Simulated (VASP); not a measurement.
Input of a VASP 6.6.1 run:

INCAR

```
PREC     = Accurate       # precision mode
ENCUT    = 520            # plane-wave cutoff, eV
EDIFF    = 1E-7           # SCF threshold, eV
ISMEAR   = 0              # smearing method
SIGMA    = 0.05           # smearing width, eV
LREAL    = F              # projectors in reciprocal space
LASPH    = T              # aspherical terms in the spheres
NELM     = 80             # most SCF steps
ALGO     = Normal         # electronic algorithm
ISIF     = 2              # what is computed and relaxed
LWAVE    = F              # write WAVECAR
LCHARG   = F              # write CHGCAR
GGA      = PE             # functional
NBANDS   = 12             # bands
```

Contents of KPOINTS:

```
regular mesh
0
Gamma
  8 8 8
```

The input POSCAR:

```
LiCl
1.0
    0.0000000000      2.6929980000      2.6288790000
    2.6929980000      0.0000000000      2.6288790000
    2.6929980000      2.6929980000      0.0000000000
Li Cl
1 1
Direct
    0.0000000000      0.0000000000      0.0000000000
    0.5000000000      0.5000000000      0.5000000000
```

Potentials or basis: VASP PAW PBE potentials, release 64 (Li_sv, Cl).

The run is started by

```console
$ cat potpaw_PBE.64/Li_sv/POTCAR potpaw_PBE.64/Cl/POTCAR > POTCAR
$ mpirun -np 1 vasp_std > vasp.out
```

Problem. Predict the band gap on the k mesh.

Solution. 5.68 eV, direct.

Caveat: the cell differs from its parent crystal (strain +0.050 along x and y, +0.025 along z). A k mesh can miss the band edges.
